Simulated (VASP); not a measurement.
Here is a VASP 6.6.1 calculation.

Contents of INCAR:

```
PREC     = Accurate       # precision mode
ENCUT    = 520            # plane-wave cutoff, eV
EDIFF    = 1E-6           # SCF threshold, eV
ISMEAR   = 1              # smearing method
SIGMA    = 0.6            # smearing width, eV
LREAL    = False          # projectors in reciprocal space
LASPH    = True           # aspherical terms in the spheres
NELM     = 60             # most SCF steps
ALGO     = Normal         # electronic algorithm
ISIF     = 2              # what is computed and relaxed
LWAVE    = False          # write WAVECAR
LCHARG   = False          # write CHGCAR
GGA      = PE             # functional
NBANDS   = 12             # bands
```

Contents of KPOINTS:

```
regular mesh
0
Gamma
  13 13 13
```

Contents of POSCAR:

```
Ag
1.0
    0.0000000000      2.0734381516      2.0734381516
    2.0734381516      0.0000000000      2.0734381516
    2.0734381516      2.0734381516      0.0000000000
Ag
1
Direct
    0.0000000000      0.0000000000      0.0000000000
```

Potentials or basis: VASP PAW PBE potentials, release 64 (Ag).

Run with:

```console
$ cat potpaw_PBE.64/Ag/POTCAR > POTCAR
$ mpirun -np 1 vasp_std > vasp.out
```

Problem. Estimate the pressure.

Solution. -0.1 GPa.
